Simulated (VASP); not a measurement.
Input of a VASP 6.6.1 run:

Contents of INCAR:

```
PREC = Accurate
ENCUT = 520
EDIFF = 1E-6
ISMEAR = -1
SIGMA = 0.05
LREAL = F
LASPH = T
NELM = 80
ALGO = Normal
ISIF = 2
LWAVE = F
LCHARG = T
GGA = RE
LELF = T
LVHAR = T
NBANDS = 28
```

KPOINTS

```
regular mesh
0
Gamma
  4 4 3
```

The input POSCAR:

```
SnO
1.0
    3.8136952200      0.0000000000      0.0000000000
    0.0000000000      3.8136952200      0.0000000000
    0.0000000000      0.0000000000      4.8869133000
Sn O
2 2
Direct
    0.5000000000      0.0000000000      0.7646261400
    0.0000000000      0.5000000000      0.2353738600
    0.0000000000      0.0000000000      0.0000000000
    0.5000000000      0.5000000000      0.0000000000
```

Potentials or basis: VASP PAW PBE potentials, release 64 (Sn_d, O).

Command:

```console
$ cat potpaw_PBE.64/Sn_d/POTCAR potpaw_PBE.64/O/POTCAR > POTCAR
$ mpirun -np 1 vasp_std > vasp.out
```

(1) Estimate the pressure.

(2) Estimate the largest force.

(3) Estimate the band gap on the k mesh.

Answers

(1) 5.7 GPa.

(2) 0.626 eV/Å.

(3) 0.16 eV, indirect (least direct gap 2.05 eV).

Caveat: the k points lie up to 0.43 Å⁻¹ apart; the PAW data sets were made with another functional, which shifts forces and pressure a little; spin-orbit coupling is left out, which moves the levels of the heavy elements.
